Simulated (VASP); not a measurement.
Input of a VASP 6.6.1 run:

The input INCAR:

```
SYSTEM = MgTeSe3
PREC     = Accurate       ! precision mode
ENCUT    = 600            ! plane-wave cutoff, eV
EDIFF    = 1E-6           ! SCF threshold, eV
ISMEAR   = 0              ! smearing method
SIGMA    = 0.01           ! smearing width, eV
LREAL    = .FALSE.        ! projectors in reciprocal space
LASPH    = .TRUE.         ! aspherical terms in the spheres
NELM     = 60             ! most SCF steps
ALGO     = Normal         ! electronic algorithm
ISIF     = 3              ! what is computed and relaxed
LWAVE    = .FALSE.        ! write WAVECAR
LCHARG   = .FALSE.        ! write CHGCAR
GGA      = PE             ! functional
IBRION   = 2              ! ionic algorithm
NSW      = 100            ! ionic steps
EDIFFG   = -0.01          ! ionic threshold
```

File KPOINTS:

```
regular mesh
0
G
  8 8 6
  0 0 0
```

POSCAR

```
MgTeSe3
1.0
    5.3155439530      0.0000000000      0.0000000000
    0.0000000000      5.3155439530      0.0000000000
    0.0000000000      0.0000000000      6.3764326407
Mg Te Se
1 1 3
Direct
    0.5000000000      0.5000000000      0.3035842292
    0.0000000000      0.0000000000      0.5263360401
    0.5000000000      0.0000000000      0.3514181661
    0.0000000000      0.0000000000      0.9052063784
    0.0000000000      0.5000000000      0.3514181661
```

Potentials or basis: VASP PAW PBE potentials, release 64 (Mg, Te, Se).

The run is started by

```sh
$ cat potpaw_PBE.64/Mg/POTCAR potpaw_PBE.64/Te/POTCAR potpaw_PBE.64/Se/POTCAR > POTCAR
$ mpirun -np 1 vasp_std > vasp.out
```

(1) What does it give for the space group after relaxing (to 0.1 Å)?

(2) Estimate the relaxed volume.

Answers

(1) P4mm (No. 99).

(2) 36.01 Å³/atom.
